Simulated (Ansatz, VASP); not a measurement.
## One calculation of Be2C, two programs

```
CELL_PARAMETERS angstrom
0.00000 2.16049 2.16049
2.16049 0.00000 2.16049
2.16049 2.16049 0.00000
ATOMIC_POSITIONS crystal
C 0.00000 0.00000 0.00000
Be 0.25000 0.25000 0.25000
Be 0.75000 0.75000 0.75000
```

Alike in both runs: task single point; functional r2SCAN; k mesh 10 × 10 × 10; no spin polarisation.

```csv
,VASP,Ansatz
version,VASP 6.6.1,Ansatz 0.2.0
potentials or method,"VASP PAW PBE potentials, release 64 (C, Be)","plane waves, PAW"
plane-wave cutoff (eV),660,500
occupations,"gaussian, width 0.01 eV",fixed
valence electrons in the cell,8,8
```

Ansatz gave:

```
gap on the k mesh at the Fermi level (eV) : 1.53
pressure (GPa)                            : 0.0
```

Problem. Which values does VASP return?

Solution. gap on the k mesh at the Fermi level (eV): 1.53; pressure (GPa): 0.8.

VASP's potentials were made for PBE, not for r2SCAN.
